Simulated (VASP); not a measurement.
Write the native input for VASP 6.6.1 that does the following.

```yaml
Task: single point
Functional: PBE
Potentials_or_basis: VASP PAW PBE potentials, release 64 (H, Mo_sv)
Cutoff: 520 eV
k_mesh: 6 × 6 × 6
Occupations: gaussian, width 0.1 eV
Spin: no spin polarisation
Dipole_correction: no
Further_INCAR_settings: ALGO = Normal; EDIFF = 1e-06; NBANDS = 30
```

The structure of Mo3H2 lies in POSCAR:

```
Mo3H2
1.0
    4.3145508113      0.0000000000      0.0000000000
   -2.1572754057      3.7365106085      0.0000000000
    0.0000000000      0.0000000000      3.4269042551
H Mo
2 3
Direct
    0.3333333333      0.6666666667      0.1908675831
    0.6666666667      0.3333333333      0.8091324169
    0.0000000000      0.0000000000      0.0000000000
    0.3333333333      0.6666666667      0.6918831240
    0.6666666667      0.3333333333      0.3081168760
```

One way to write it, as run:

INCAR

```
SYSTEM = Mo3H2
ALGO = Normal
EDIFF = 1E-6
ENCUT = 520
GGA = PE
ISIF = 2
ISMEAR = 0
LASPH = .True.
LCHARG = .False.
LREAL = .False.
LWAVE = .False.
NBANDS = 30
NELM = 60
PREC = Accurate
SIGMA = 0.1
```

KPOINTS

```
k-points
0
Gamma
  6 6 6
  0 0 0
```

Potentials or basis: VASP PAW PBE potentials, release 64 (H, Mo_sv).

Launch:

```sh
$ cat potpaw_PBE.64/H/POTCAR potpaw_PBE.64/Mo_sv/POTCAR > POTCAR
$ mpirun -np 1 vasp_std > vasp.out
```

It gave:

```yaml
Pressure: 0.7 GPa
Largest_force: 0.039 eV/Å
Band_gap_on_the_k_mesh: zero (bands 22 and 23 overlap by 1.02 eV)
```

Wall time 74 s on 1 thread of Oxide Virtual Turin-like Processor, with other jobs on the host, peak memory 0.16 GiB.
